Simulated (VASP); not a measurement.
# ZrSe2 (P-3m1) in VASP: a series of runs, part 2 of 2

VASP 6.6.1.

**3. Single point, HSE06 (epitaxial xy strain +3.0%)**

The input, POSCAR:

```
ZrSe2
1.0
    3.9017556914      0.0000000000      0.0000000000
   -1.9508778457      3.3790195481      0.0000000000
    0.0000000000      0.0000000000      6.0873617549
Zr Se
1 2
Direct
    0.0000000000      0.0000000000      0.0000000000
    0.3333333333      0.6666666667      0.2491258080
    0.6666666667      0.3333333333      0.7508741920
```

The input, INCAR.step1:

```
SYSTEM = ZrSe2
  PREC = Accurate
  ENCUT = 400
  EDIFF = 1E-5
  ISMEAR = 0
  SIGMA = 0.01
  LREAL = .FALSE.
  LASPH = .TRUE.
  NELM = 120
  ALGO = Normal
  ISIF = 2
  LWAVE = .TRUE.
  LCHARG = .FALSE.
  NBANDS = 19
  GGA = PE
  GGA_COMPAT = .FALSE.
  KPAR = 4
```

The input, INCAR.step2:

```
SYSTEM = ZrSe2
  PREC = Accurate
  ENCUT = 400
  EDIFF = 1E-6
  ISMEAR = 0
  SIGMA = 0.01
  LREAL = .FALSE.
  LASPH = .TRUE.
  NELM = 120
  ALGO = Normal
  ISIF = 2
  LWAVE = .FALSE.
  LCHARG = .FALSE.
  GGA = PE
  LHFCALC = .TRUE.
  HFSCREEN = 0.2079
  PRECFOCK = Normal
  NBANDS = 19
  ISTART = 1
  GGA_COMPAT = .FALSE.
  KPAR = 4
```

The input, KPOINTS:

```
Automatic mesh
0
G
  6 6 4
  0 0 0
```

Potentials or basis: VASP PAW PBE potentials, release 64 (Zr_sv, Se).

The run is started by

```console
cat potpaw_PBE.64/Zr_sv/POTCAR potpaw_PBE.64/Se/POTCAR > POTCAR
cp INCAR.step1 INCAR
mpirun -np 4 vasp_std > vasp.out
cp INCAR.step2 INCAR
mpirun -np 4 vasp_std > vasp.out
```

OUTCAR:

```text
SYSTEM = ZrSe2
   PREC = Accurate
   ENCUT = 400
   EDIFF = 1E-6
   ISMEAR = 0
   LREAL = .FALSE.
   LASPH = .TRUE.
   NELM = 120
   ISIF = 2
   GGA = PE
   LHFCALC = .TRUE.
   HFSCREEN = 0.2079
   PRECFOCK = Normal
   ISTART = 1

 ion  position               nearest neighbor table
   1  0.000  0.000  0.000-   2 2.72   3 2.72   2 2.72   3 2.72   3 2.72   2 2.72
   2  0.333  0.667  0.249-   1 2.72   1 2.72   1 2.72
   3  0.667  0.333  0.751-   1 2.72   1 2.72   1 2.72

  LATTYP: Found a hexagonal cell.
 ALAT       =     3.9017556914
 C/A-ratio  =     1.5601596400

  Lattice vectors:

 A1 = (   3.9017556914,   0.0000000000,   0.0000000000)
 A2 = (  -1.9508778457,   3.3790195481,   0.0000000000)
 A3 = (   0.0000000000,   0.0000000000,   6.0873617549)

Analysis of symmetry for initial positions (statically):
=====================================================================
 Subroutine PRICEL returns:
 Original cell was already a primitive cell.

 Routine SETGRP: Setting up the symmetry group for a
 hexagonal supercell.

 Subroutine GETGRP returns: Found 12 space group operations
 (whereof 12 operations were pure point group operations)
 out of a pool of 24 trial point group operations.

The static configuration has the point symmetry D_3d.

Analysis of symmetry for dynamics (positions and initial velocities):
=====================================================================
 Subroutine PRICEL returns:
 Original cell was already a primitive cell.

 Routine SETGRP: Setting up the symmetry group for a
 hexagonal supercell.

 Subroutine GETGRP returns: Found 12 space group operations
 (whereof 12 operations were pure point group operations)
 out of a pool of 24 trial point group operations.

The dynamic configuration has the point symmetry D_3d.
[... 123 lines left out ...]
  Thomas-Fermi vector in A             =   2.231070
   LORBIT       =      0    0 simple, 1 ext, 2 COOP (PROOUT), +10 PAW based schemes
   GGA     = PE    functional components
   LHFCALC =     T    Hartree Fock is set to
   PRECFOCK=normal    Normal, Fast or Accurate (Low or Medium for compatibility)
   ENCUT4O =  -1.0   cutoff for four orbital integrals eV
   NKREDX  =     1    reduce k-point grid by
   NKREDY  =     1    reduce k-point grid by
   NKREDZ  =     1    reduce k-point grid by
   AEXX    =    0.2500 exact exchange contribution
   HFSCREEN=    0.2079 screening length (either q_TF or 0.3 A-1)
   HFSCREENC=   0.2079 screening length for correlation (either q_TF or 0.3 A-1)
   ENCUTFOCK=  -1.0 apply spherical cutoff to Coloumb kernel
   IVDW    =     0    specifies the selected vdW correction
   LEPSILON=     F    determine dielectric tensor
   LRPA    =     F    only Hartree local field effects (RPA)
 non-spin polarized calculation
 Gauss-broadening in eV      SIGMA  =   0.01
  energy-cutoff  :      400.00
  volume of cell :       80.26
 maximum number of plane-waves:      1484
 NGX is ok and might be reduce to    28
  NGX = 20; NGY = 20; NGZ = 32

 number of electron      23.9999996 magnetization

 Free energy of the ion-electron system (eV)
  ---------------------------------------------------
  ext. energy  EPLUGINS =         0.00000000
  ---------------------------------------------------
  free energy    TOTEN  =       -23.28012757 eV

  energy without entropy =      -23.28012757  energy(sigma->0) =      -23.28012757

 E-fermi :   3.7874     XC(G=0):  -7.7335

 val. band max:        3.6328680212   @ k =   0.0000   0.0000   0.0000
 cond. band min:       4.6997902180   @ k =   0.5000  -0.0000   0.5000
 fundamental gap:      1.0669221968
 Fermi energy:         3.7874200145

 k-point     1 :       0.0000    0.0000    0.0000
  band No.  band energies     occupation
      1     -49.7359      2.00000
      2     -26.3605      2.00000
      3     -26.2419      2.00000
      4     -26.2419      2.00000
      5     -10.8724      2.00000
      6      -9.4527      2.00000
[... 505 lines left out ...]
      6      -9.6277      2.00000
[... 11 lines left out ...]
     18      11.8304      0.00000
     19      11.8304      0.00000

------------------------ aborting loop because EDIFF is reached ----------------------------------------

  FORCE on cell =-STRESS in cart. coord.  units (eV):
  Direction    XX          YY          ZZ          XY          YZ          ZX
  --------------------------------------------------------------------------------------
  -------------------------------------------------------------------------------------
  Total       -1.8406517     -1.8406517      0.2703062     -0.0000000      0.0000000     -0.0000000
  in kB      -36.7453438    -36.7453438      5.3961839     -0.0000000      0.0000000     -0.0000000
  external PRESSURE =     -22.6981679 kB  Pullay stress =       0.0000000 kB

 VOLUME and BASIS-vectors are now :
 -----------------------------------------------------------------------------
  energy-cutoff  :      400.00
  volume of cell :       80.26
      direct lattice vectors                 reciprocal lattice vectors
     3.901755691  0.000000000  0.000000000     0.256294878  0.147971917  0.000000000
    -1.950877846  3.379019548  0.000000000     0.000000000  0.295943834  0.000000000
     0.000000000  0.000000000  6.087361755     0.000000000  0.000000000  0.164274778

 POSITION                                       TOTAL-FORCE (eV/Angst)
 -----------------------------------------------------------------------------------
      0.00000      0.00000      0.00000         0.000000      0.000000      0.000000
     -0.00000      2.25268      1.51652        -0.000000      0.000000     -0.147338
      1.95088      1.12634      4.57084        -0.000000     -0.000000      0.147338
 -----------------------------------------------------------------------------------
    total drift:                                0.000000      0.000000     -0.000000

  FREE ENERGIE OF THE ION-ELECTRON SYSTEM (eV)
  ---------------------------------------------------
  free  energy   TOTEN  =       -23.2801275716 eV

  energy  without entropy=      -23.2801275716  energy(sigma->0) =      -23.28012757
```

Run time: 15 min. Hardware: 4 MPI ranks of Intel Xeon Platinum 8259CL at 2.50GHz (Skylake/Cascade Lake), shared host; peak memory 0.29 GiB.

Results:

```yaml
Free_energy: -23.2801 eV
Pressure: -2.3 GPa
Largest_force: 0.147 eV/Å
Band_gap_on_the_k_mesh: 1.07 eV (least direct gap 1.58 eV)
```

Forces in eV/Å, atoms in the order of the input:
```
Zr   0.000  0.000  0.000
Se   0.000  0.000 -0.147
Se   0.000  0.000  0.147
```

Caveat: the cell differs from its parent crystal (epitaxial xy strain +3.0%); the PAW data sets were made with another functional, which shifts forces and pressure a little; this functional lacks dispersion, which binds layers or chains, so the pressure and a relaxed spacing across them are unreliable. A k mesh can miss the band edges.
